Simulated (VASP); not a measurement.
# Ag (P6_3/mmc) in VASP: notebook

Ag is run at these levels: LDA; tasks: single point.

Everything below comes from runs of VASP 6.6.1. Logs are shortened: lines on timing, memory, paths and dates and some standing lists are left out, and cuts for length are marked.

### 1 The cell of the first run

Symmetry: P6_3/mmc, No. 194, hexagonal system. Conventional cell: a = 2.827 Å, b = 2.827 Å, c = 9.796 Å, α = 90.00°, β = 90.00°, γ = 120.00°. Within 3.7 Å of Ag (site symmetry -3m) lie 12 Ag at 2.83 to 2.94 Å. Within 3.7 Å of Ag (site symmetry -6m2) lie 12 Ag at 2.83 to 2.94 Å.

This isn't the form of Ag at room conditions, which is fcc.

### 2 Single point, LDA

INCAR reads:

```
SYSTEM = Ag
ALGO = Normal
EDIFF = 1E-7
ENCUT = 520
ISIF = 2
ISMEAR = -1
LASPH = .TRUE.
LCHARG = .FALSE.
LREAL = .FALSE.
LWAVE = .FALSE.
NBANDS = 30
NELM = 80
PREC = Accurate
SIGMA = 0.05
```

KPOINTS reads:

```
k-points
0
G
  11 11 3
  0 0 0
```

POSCAR reads:

```
Ag
1.0
    2.8272814270      0.0000000000      0.0000000000
   -1.4136407135      2.4484975394      0.0000000000
    0.0000000000      0.0000000000      9.7958610872
Ag
4
Direct
    0.0000000000      0.0000000000      0.5000000000
    0.0000000000      0.0000000000      0.0000000000
    0.6666666667      0.3333333333      0.7500000000
    0.3333333333      0.6666666667      0.2500000000
```

Potentials or basis: VASP PAW LDA potentials, release 64 (Ag).

On the command line:

```sh
> cat potpaw_LDA.64/Ag/POTCAR > POTCAR
> mpirun -np 1 vasp_std > vasp.out
```

OUTCAR:

```text
SYSTEM = Ag
   EDIFF = 1E-7
   ENCUT = 520
   ISIF = 2
   ISMEAR = -1
   LASPH = .TRUE.
   LREAL = .FALSE.
   NELM = 80
   PREC = Accurate

 ion  position               nearest neighbor table
   1  0.000  0.000  0.500-   3 2.94   4 2.94   4 2.94   3 2.94   3 2.94   4 2.94
   2  0.000  0.000  0.000-   3 2.94   4 2.94   4 2.94   3 2.94   3 2.94   4 2.94
   3  0.667  0.333  0.750-   1 2.94   2 2.94   1 2.94   2 2.94   1 2.94   2 2.94
   4  0.333  0.667  0.250-   1 2.94   2 2.94   1 2.94   2 2.94   1 2.94   2 2.94

  LATTYP: Found a hexagonal cell.
 ALAT       =     2.8272814270
 C/A-ratio  =     3.4647633566

  Lattice vectors:

 A1 = (   2.8272814270,   0.0000000000,   0.0000000000)
 A2 = (  -1.4136407135,   2.4484975394,   0.0000000000)
 A3 = (   0.0000000000,   0.0000000000,   9.7958610872)

Analysis of symmetry for initial positions (statically):
=====================================================================
 Subroutine PRICEL returns:
 Original cell was already a primitive cell.

 Routine SETGRP: Setting up the symmetry group for a
 hexagonal supercell.

 Subroutine GETGRP returns: Found 24 space group operations
 (whereof 12 operations were pure point group operations)
 out of a pool of 24 trial point group operations.

The static configuration has the point symmetry D_3d.
 The point group associated with its full space group is D_6h.

Analysis of symmetry for dynamics (positions and initial velocities):
=====================================================================
 Subroutine PRICEL returns:
 Original cell was already a primitive cell.

 Routine SETGRP: Setting up the symmetry group for a
 hexagonal supercell.

 Subroutine GETGRP returns: Found 24 space group operations
 (whereof 12 operations were pure point group operations)
 out of a pool of 24 trial point group operations.

The dynamic configuration has the point symmetry D_3d.
 The point group associated with its full space group is D_6h.

 Subroutine INISYM returns: Found 24 space group operations
 (whereof 12 operations are pure point group operations),
 and found     1 'primitive' translations

----------------------------------------------------------------------------------------

                                     Primitive cell

  volume of cell :      67.8127

  direct lattice vectors                    reciprocal lattice vectors
     2.827281427  0.000000000  0.000000000     0.353696661  0.204206862  0.000000000
    -1.413640713  2.448497539  0.000000000     0.000000000  0.408413725  0.000000000
     0.000000000  0.000000000  9.795861087     0.000000000  0.000000000  0.102083930

  length of vectors
     2.827281427  2.827281427  9.795861087     0.408413725  0.408413725  0.102083930

  position of ions in fractional coordinates (direct lattice)
     0.000000000  0.000000000  0.500000000
     0.000000000  0.000000000  0.000000000
     0.666666667  0.333333333  0.750000000
     0.333333333  0.666666667  0.250000000

  ion indices of the primitive-cell ions
   primitive index   ion index
                 1           1
                 2           2
                 3           3
                 4           4

----------------------------------------------------------------------------------------

 KPOINTS: k-points

Automatic generation of k-mesh.
 Grid dimensions read from file:
 generate k-points for:   11   11    3

 Generating k-lattice:

  Cartesian coordinates                     Fractional coordinates (reciprocal lattice)
     0.032154242  0.018564260  0.000000000     0.090909091 -0.000000000  0.000000000
     0.000000000  0.037128520  0.000000000     0.000000000  0.090909091  0.000000000
     0.000000000  0.000000000  0.034027977     0.000000000  0.000000000  0.333333333

  Length of vectors
     0.037128520  0.037128520  0.034027977

  Shift w.r.t. Gamma in fractional coordinates (k-lattice)
     0.000000000  0.000000000  0.000000000

 Subroutine IBZKPT returns following result:
 ===========================================

 Found     32 irreducible k-points:

 Following reciprocal coordinates:
            Coordinates               Weight
  0.000000  0.000000  0.000000      1.000000
  0.090909  0.000000  0.000000      6.000000
  0.181818  0.000000  0.000000      6.000000
  0.272727  0.000000  0.000000      6.000000
  0.363636  0.000000  0.000000      6.000000
  0.454545  0.000000  0.000000      6.000000
[... 16 lines left out ...]
  0.090909  0.090909  0.333333     12.000000
  0.181818  0.090909  0.333333     24.000000
 [... further k-points ...]
   k-points           NKPTS =     32   k-points in BZ     NKDIM =     32   number of bands    NBANDS=     30
   number of dos      NEDOS =    301   number of ions     NIONS =      4
   total plane-waves  NPLWV =  46080
   dimension x,y,z NGX =    24 NGY =   24 NGZ =   80
   dimension x,y,z NGXF=    48 NGYF=   48 NGZF=  160
   ions per type =               4
   NGX,Y,Z   is equivalent  to a cutoff of  14.11, 14.11, 13.58 a.u.
   NGXF,Y,Z  is equivalent  to a cutoff of  28.22, 28.22, 27.15 a.u.
 SYSTEM =  Ag
   PREC   = accura    normal or accurate (medium, high low for compatibility)
   ISTART =      0    job   : 0-new  1-cont  2-samecut
   ICHARG =      2    charge: 1-file 2-atom 10-const
   ISPIN  =      1    spin polarized calculation?
   LNONCOLLINEAR =      F non collinear calculations
   LSORBIT =      F    spin-orbit coupling
   LASPH  =      T    aspherical Exc in radial PAW
   ENCUT  =  520.0 eV  38.22 Ry    6.18 a.u.   5.26  5.26 18.21*2*pi/ulx,y,z
   NELM   =     80;   NELMIN=  2; NELMDL= -5     # of ELM steps
   EDIFF  = 0.1E-06   stopping-criterion for ELM
   LREAL  =      F    real-space projection
   EDIFFG = 0.1E-05   stopping-criterion for IOM
   NSW    =      0    number of steps for IOM
   IBRION =     -1    ionic relax: 0-MD 1-quasi-New 2-CG
   NFREE  =      0    steps in history (QN), initial steepest desc. (CG)
   ISIF   =      2    stress and relaxation
   ISYM   =      2    0-nonsym 1-usesym 2-fastsym
   POTIM  = 0.5000    time-step for ionic-motion
   TEBEG  =    0.0;   TEEND  =   0.0 temperature during run
   PSTRESS=    0.0 pullay stress
   NELECT =      44.0000    total number of electrons
   NUPDOWN=      -1.0000    fix difference up-down
   EMIN   =  10.00;   EMAX   =-10.00  energy-range for DOS
   EFERMI =   0.00;   METHOD = LEGACY
   ISMEAR =    -1;   SIGMA  =   0.05  broadening in eV -4-tet -1-fermi 0-gaus
   EFERMI_NEDOS =   21; number of points for ismear=-14 and -15
   IALGO  =     38    algorithm
   IMIX   =      4    mixing-type and parameters
     AMIX     =   0.40;   BMIX     =  1.00
     AMIX_MAG =   1.60;   BMIX_MAG =  1.00
  volume/ion in A,a.u.               =      16.95       114.41
  Fermi-wavevector in a.u.,A,eV,Ry     =   1.417279  2.678269 27.329738  2.008679
  Thomas-Fermi vector in A             =   2.538526
   LORBIT       =      0    0 simple, 1 ext, 2 COOP (PROOUT), +10 PAW based schemes
   GGA     = CA    functional components
   LHFCALC =     F    Hartree Fock is set to
   AEXX    =    0.0000 exact exchange contribution
   IVDW    =     0    specifies the selected vdW correction
   LEPSILON=     F    determine dielectric tensor
   LRPA    =     F    only Hartree local field effects (RPA)
 non-spin polarized calculation
  energy-cutoff  :      520.00
  volume of cell :       67.81
 maximum number of plane-waves:      1842
 NGX is ok and might be reduce to    24
   NGX = 11   NGY = 11   NGZ = 37

 number of electron      44.0000005 magnetization

 Free energy of the ion-electron system (eV)
  ---------------------------------------------------
  ext. energy  EPLUGINS =         0.00000000
  ---------------------------------------------------
  free energy    TOTEN  =       -15.01239150 eV

  energy without entropy =      -14.99779610  energy(sigma->0) =      -15.00509380

 E-fermi :   8.2805     XC(G=0): -12.6142

 val. band max:        8.2076628381   @ k =   0.1818   0.1818   0.3333
 cond. band min:       8.3006314759   @ k =   0.2727   0.0909   0.3333
 fundamental gap:      0.0929686378
 Fermi energy:         8.2805228262

 k-point     1 :       0.0000    0.0000    0.0000
  band No.  band energies     occupation
      1       0.3554      2.00000
      2       1.5951      2.00000
      3       1.5952      2.00000
      4       1.7169      2.00000
      5       3.1784      2.00000
      6       3.4436      2.00000
[... 22 lines left out ...]
     29      24.1994      0.00000
     30      25.1801      0.00000

 k-point     2 :       0.0909    0.0000    0.0000
  band No.  band energies     occupation
      1       0.5973      2.00000
      2       1.8089      2.00000
      3       1.8113      2.00000
      4       1.8761      2.00000
      5       3.2173      2.00000
      6       3.2625      2.00000
[... 22 lines left out ...]
     29      24.0741      0.00000
     30      24.4891      0.00000

 k-point     3 :       0.1818    0.0000    0.0000
  band No.  band energies     occupation
      1       1.2521      2.00000
      2       2.1758      2.00000
      3       2.2816      2.00000
      4       2.3270      2.00000
      5       2.9139      2.00000
      6       3.0321      2.00000
[... 22 lines left out ...]
     29      22.1913      0.00000
     30      22.2042      0.00000

 k-point     4 :       0.2727    0.0000    0.0000
  band No.  band energies     occupation
      1       1.9183      2.00000
      2       2.1736      2.00000
      3       2.2830      2.00000
      4       2.4617      2.00000
      5       2.7270      2.00000
      6       2.7580      2.00000
[... 616 lines left out ...]
     29      17.5722      0.00000
     30      18.7224      0.00000

 k-point    23 :       0.0909    0.0909    0.3333
  band No.  band energies     occupation
      1       1.2269      2.00000
      2       1.6931      2.00000
      3       2.1882      2.00000
      4       2.2700      2.00000
      5       3.0283      2.00000
      6       3.1052      2.00000
[... 22 lines left out ...]
     29      22.7034      0.00000
     30      23.0191      0.00000

 k-point    24 :       0.1818    0.0909    0.3333
  band No.  band energies     occupation
      1       1.9085      2.00000
      2       2.1823      2.00000
      3       2.4623      2.00000
      4       2.5980      2.00000
      5       2.8693      2.00000
      6       2.9740      2.00000
[... 22 lines left out ...]
     29      21.2279      0.00000
     30      21.7988      0.00000

 [... further k-points ...]

------------------------ aborting loop because EDIFF is reached ----------------------------------------

  FORCE on cell =-STRESS in cart. coord.  units (eV):
  Direction    XX          YY          ZZ          XY          YZ          ZX
  --------------------------------------------------------------------------------------
  -------------------------------------------------------------------------------------
  Total       -1.9822308     -1.9822308     -3.8006492      0.0000000     -0.0000000      0.0000000
  in kB      -46.8331601    -46.8331601    -89.7960090      0.0000000     -0.0000000      0.0000000
  external PRESSURE =     -61.1541097 kB  Pullay stress =       0.0000000 kB

 VOLUME and BASIS-vectors are now :
 -----------------------------------------------------------------------------
  energy-cutoff  :      520.00
  volume of cell :       67.81
      direct lattice vectors                 reciprocal lattice vectors
     2.827281427  0.000000000  0.000000000     0.353696661  0.204206862  0.000000000
    -1.413640713  2.448497539  0.000000000     0.000000000  0.408413725  0.000000000
     0.000000000  0.000000000  9.795861087     0.000000000  0.000000000  0.102083930

 POSITION                                       TOTAL-FORCE (eV/Angst)
 -----------------------------------------------------------------------------------
      0.00000      0.00000      4.89793         0.000000      0.000000     -0.000000
      0.00000      0.00000      0.00000         0.000000      0.000000     -0.000000
      1.41364      0.81617      7.34690        -0.000000     -0.000000      0.000000
     -0.00000      1.63233      2.44897         0.000000      0.000000      0.000000
 -----------------------------------------------------------------------------------
    total drift:                               -0.000000      0.000000     -0.000000

  FREE ENERGIE OF THE ION-ELECTRON SYSTEM (eV)
  ---------------------------------------------------
  free  energy   TOTEN  =       -15.0123914964 eV

  energy  without entropy=      -14.9977960992  energy(sigma->0) =      -15.00509380
```

It took 35 s on 1 thread of Intel Xeon 6975P-C (Granite Rapids), shared host; peak memory 0.19 GiB.

What came out:

| Item | Value |
| --- | --- |
| Free energy | -15.0124 eV |
| Pressure | -6.1 GPa |
| Band gap on the k mesh | zero (bands 22 and 23 overlap by 6.05 eV) |

Levels at points of the mesh, in eV from the Fermi level:
| k point | band 18 | band 19 | band 20 | band 21 | band 22 | band 23 | band 24 | band 25 | band 26 | band 27 |
| --- | --- | --- | --- | --- | --- | --- | --- | --- | --- | --- |
| (0.00, 0.00, 0.00) | -3.55 | -3.55 | -3.42 | -3.42 | -3.06 | -3.06 | -0.91 | 2.76 | 9.85 | 9.86 |

Caveat: the cell stands under tension.

### 3 Single point, LDA

This run uses another cell than the first one, of 17.31 Å³/atom.

INCAR reads:

```
SYSTEM = Ag
PREC     = Accurate       ! precision mode
ENCUT    = 520            ! plane-wave cutoff, eV
EDIFF    = 1E-7           ! SCF threshold, eV
ISMEAR   = -1             ! smearing method
SIGMA    = 0.05           ! smearing width, eV
LREAL    = .False.        ! projectors in reciprocal space
LASPH    = .True.         ! aspherical terms in the spheres
NELM     = 100            ! most SCF steps
ALGO     = Fast           ! electronic algorithm
ISIF     = 2              ! what is computed and relaxed
LWAVE    = .False.        ! write WAVECAR
LCHARG   = .False.        ! write CHGCAR
GGA      = CA             ! functional
NBANDS   = 30             ! bands
```

KPOINTS reads:

```
regular mesh
0
Gamma
  11 11 3
  0 0 0
```

POSCAR reads:

```
Ag
1.0
    2.8471925156      0.0000000000      0.0000000000
   -1.4235962578      2.4657410479      0.0000000000
    0.0000000000      0.0000000000      9.8648482973
Ag
4
Direct
    0.0000000000      0.0000000000      0.5000000000
    0.0000000000      0.0000000000      0.0000000000
    0.6666666667      0.3333333333      0.7500000000
    0.3333333333      0.6666666667      0.2500000000
```

Potentials or basis: VASP PAW LDA potentials, release 64 (Ag).

On the command line:

```sh
> cat potpaw_LDA.64/Ag/POTCAR > POTCAR
> mpirun -np 1 vasp_std > vasp.out
```

Run time: 39 s. Hardware: 1 thread of Intel Xeon 6975P-C (Granite Rapids), shared host; peak memory 0.19 GiB.

The run converged. Its results:

* Free energy: -14.9489 eV
* Pressure: -8.1 GPa
* Band gap on the k mesh: zero (bands 22 and 23 overlap by 5.98 eV)

Stress tensor (GPa, compression positive):
```
 -6.87   0.00   0.00
  0.00  -6.87   0.00
  0.00   0.00 -10.56
```

Levels at points of the mesh, in eV from the Fermi level:
```tsv
k point	band 19	band 20	band 21	band 22	band 23	band 24	band 25	band 26
(0.00, 0.00, 0.00)	-3.51	-3.39	-3.39	-3.05	-3.05	-0.83	2.66	9.70
```

Caveat: the cell stands under tension.

(Continued in part 2 of 2.)
